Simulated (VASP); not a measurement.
# Sb (Im-3m) in VASP: notebook, part 2 of 2

VASP 6.6.1.

**5. Single point, PBE**

This run uses another cell than the first one, of 21.35 Å³/atom, 1.061 times its volume.

Input file INCAR:

```
SYSTEM = Sb
PREC     = Accurate       ! precision mode
ENCUT    = 500            ! plane-wave cutoff, eV
EDIFF    = 1E-6           ! SCF threshold, eV
ISMEAR   = -1             ! smearing method
SIGMA    = 0.05           ! smearing width, eV
LREAL    = .False.        ! projectors in reciprocal space
LASPH    = .True.         ! aspherical terms in the spheres
NELM     = 120            ! most SCF steps
ALGO     = Normal         ! electronic algorithm
ISIF     = 2              ! what is computed and relaxed
LWAVE    = .False.        ! write WAVECAR
LCHARG   = .False.        ! write CHGCAR
GGA      = PE             ! functional
NBANDS   = 8              ! bands
GGA_COMPAT= .False.
```

Input file KPOINTS:

```
Automatic mesh
0
Gamma
  12 12 12
  0 0 0
```

Input file POSCAR:

```
Sb
1.0
   -1.7476999716      1.7476999716      1.7476999716
    1.7476999716     -1.7476999716      1.7476999716
    1.7476999716      1.7476999716     -1.7476999716
Sb
1
Direct
    0.0000000000      0.0000000000      0.0000000000
```

Potentials or basis: VASP PAW PBE potentials, release 64 (Sb).

Command:

```bash
> cat potpaw_PBE.64/Sb/POTCAR > POTCAR
> mpirun -np 1 vasp_std > vasp.out
```

OUTCAR:

```text
SYSTEM = Sb
   PREC = Accurate
   ENCUT = 500
   EDIFF = 1E-6
   ISMEAR = -1
   LREAL = .False.
   LASPH = .True.
   NELM = 120
   ISIF = 2
   GGA = PE

 ion  position               nearest neighbor table
   1  0.000  0.000  0.000-

  LATTYP: Found a body centered cubic cell.
 ALAT       =     3.4953999432

  Lattice vectors:

 A1 = (  -1.7476999716,   1.7476999716,   1.7476999716)
 A2 = (   1.7476999716,  -1.7476999716,   1.7476999716)
 A3 = (   1.7476999716,   1.7476999716,  -1.7476999716)

Analysis of symmetry for initial positions (statically):
[... 433 lines left out ...]
      1       2.8024      2.00000
      2       5.0223      2.00000
      3      12.0525      0.04514
      4      13.7417      0.00000
      5      21.7574      0.00000
      6      21.9381      0.00000
      7      27.7953      0.00000
      8      28.4911      0.00000

 [... further k-points ...]
[... 5 lines left out ...]
  --------------------------------------------------------------------------------------
  -------------------------------------------------------------------------------------
  Total        3.4830397      3.4830397      3.4830397      0.0000000     -0.0000000     -0.0000000
  in kB      261.3414998    261.3414998    261.3414998      0.0000000     -0.0000000     -0.0000000
  external PRESSURE =     261.3414998 kB  Pullay stress =       0.0000000 kB

 VOLUME and BASIS-vectors are now :
 -----------------------------------------------------------------------------
  energy-cutoff  :      500.00
  volume of cell :       21.35
      direct lattice vectors                 reciprocal lattice vectors
    -1.747699972  1.747699972  1.747699972     0.000000000  0.286090295  0.286090295
     1.747699972 -1.747699972  1.747699972     0.286090295  0.000000000  0.286090295
     1.747699972  1.747699972 -1.747699972     0.286090295  0.286090295  0.000000000

 POSITION                                       TOTAL-FORCE (eV/Angst)
 -----------------------------------------------------------------------------------
      0.00000      0.00000      0.00000         0.000000      0.000000      0.000000
 -----------------------------------------------------------------------------------
    total drift:                                0.000000     -0.000000     -0.000000

  FREE ENERGIE OF THE ION-ELECTRON SYSTEM (eV)
  ---------------------------------------------------
  free  energy   TOTEN  =        -3.5419922142 eV

  energy  without entropy=       -3.5355554942  energy(sigma->0) =       -3.53877385
```

OSZICAR:

```text
N       E                     dE             d eps       ncg     rms          rms(c)
DAV:   1     0.534955248402E+01    0.53496E+01   -0.17177E+03  1168   0.405E+02
DAV:   2    -0.346513238582E+01   -0.88147E+01   -0.84537E+01  1608   0.542E+01
DAV:   3    -0.354781015063E+01   -0.82678E-01   -0.81979E-01  1376   0.596E+00
DAV:   4    -0.354802976796E+01   -0.21962E-03   -0.21961E-03  1760   0.371E-01
DAV:   5    -0.354803013275E+01   -0.36479E-06   -0.36495E-06  1488   0.912E-03    0.272E+00
DAV:   6    -0.354423670038E+01    0.37934E-02   -0.43087E-04  1640   0.138E-01    0.163E+00
DAV:   7    -0.354199173958E+01    0.22450E-02   -0.10938E-03  1448   0.210E-01    0.491E-02
DAV:   8    -0.354199238129E+01   -0.64172E-06   -0.24986E-05  1544   0.358E-02    0.623E-03
DAV:   9    -0.354199221417E+01    0.16712E-06   -0.48238E-07  1400   0.495E-03
   1 F= -.35419922E+01 E0= -.35387739E+01  d E =-.643672E-02
```

Wall time 4.9 s (1 thread of Intel Xeon 6975P-C (Granite Rapids), shared host); peak memory 0.13 GiB.

What came out:

- Free energy: -3.5420 eV
- Pressure: 26.1 GPa

Caveat: spin-orbit coupling is left out, which moves the levels of the heavy elements.

**6. Single point, PBE**

This run uses another cell than the first one, of 21.76 Å³/atom, 1.082 times its volume.

Input file INCAR:

```
SYSTEM = Sb
PREC     = Accurate       ! precision mode
ENCUT    = 500            ! plane-wave cutoff, eV
EDIFF    = 1E-6           ! SCF threshold, eV
ISMEAR   = -1             ! smearing method
SIGMA    = 0.05           ! smearing width, eV
LREAL    = .FALSE.        ! projectors in reciprocal space
LASPH    = .TRUE.         ! aspherical terms in the spheres
NELM     = 120            ! most SCF steps
ALGO     = Normal         ! electronic algorithm
ISIF     = 2              ! what is computed and relaxed
LWAVE    = .FALSE.        ! write WAVECAR
LCHARG   = .FALSE.        ! write CHGCAR
GGA      = PE             ! functional
NBANDS   = 8              ! bands
GGA_COMPAT= .FALSE.
```

Input file KPOINTS:

```
Automatic mesh
0
G
  12 12 12
  0 0 0
```

Input file POSCAR:

```
Sb
1.0
   -1.7588321187      1.7588321187      1.7588321187
    1.7588321187     -1.7588321187      1.7588321187
    1.7588321187      1.7588321187     -1.7588321187
Sb
1
Direct
    0.0000000000      0.0000000000      0.0000000000
```

Potentials or basis: VASP PAW PBE potentials, release 64 (Sb).

Command:

```bash
> cat potpaw_PBE.64/Sb/POTCAR > POTCAR
> mpirun -np 1 vasp_std > vasp.out
```

Wall time 4.6 s (1 thread of Intel Xeon 6975P-C (Granite Rapids), shared host); peak memory 0.13 GiB.

The run converged. Its results:

| Property | Result |
| --- | --- |
| Free energy | -3.6050 eV |
| Pressure | 23.1 GPa |

Levels at points of the mesh, in eV from the Fermi level:
| k point | band 1 | band 2 | band 3 | band 4 | band 5 | band 6 | band 7 |
| --- | --- | --- | --- | --- | --- | --- | --- |
| (0.00, 0.00, 0.00) | -14.75 | 7.35 | 7.35 | 7.35 | 11.38 | 11.38 | 11.38 |
| (0.50, 0.00, 0.00) | -9.29 | -7.09 | 2.18 | 4.36 | 7.18 | 7.24 | 15.34 |
| (0.50, 0.50, 0.50) | -4.47 | -2.56 | -2.56 | -2.56 | 2.46 | 2.46 | 18.51 |

Caveat: spin-orbit coupling is left out, which moves the levels of the heavy elements.

**7. Overview**

| cell | gap on the mesh (eV) | pressure (GPa) |
| --- | --- | --- |
| a = 2.968 Å, angles 109.5°, 1 atom | none | 37.0 |
| a = 2.988 Å, angles 109.5°, 1 atom | none | 33.0 |
| a = 3.008 Å, angles 109.5°, 1 atom | none | 29.4 |
| a = 3.027 Å, angles 109.5°, 1 atom | none | 26.1 |
| a = 3.046 Å, angles 109.5°, 1 atom | none | 23.1 |

Alike in all rows: task single point; level PBE; potentials or basis VASP PAW PBE potentials, release 64 (Sb); no spin polarisation; k mesh 12 × 12 × 12; cutoff (eV) 500; smearing fermi-dirac 0.05 eV.

Caveats: spin-orbit coupling is left out, which moves the levels of the heavy elements.

Total energies depend on the potentials used, so only differences within one code and one set of settings carry meaning.
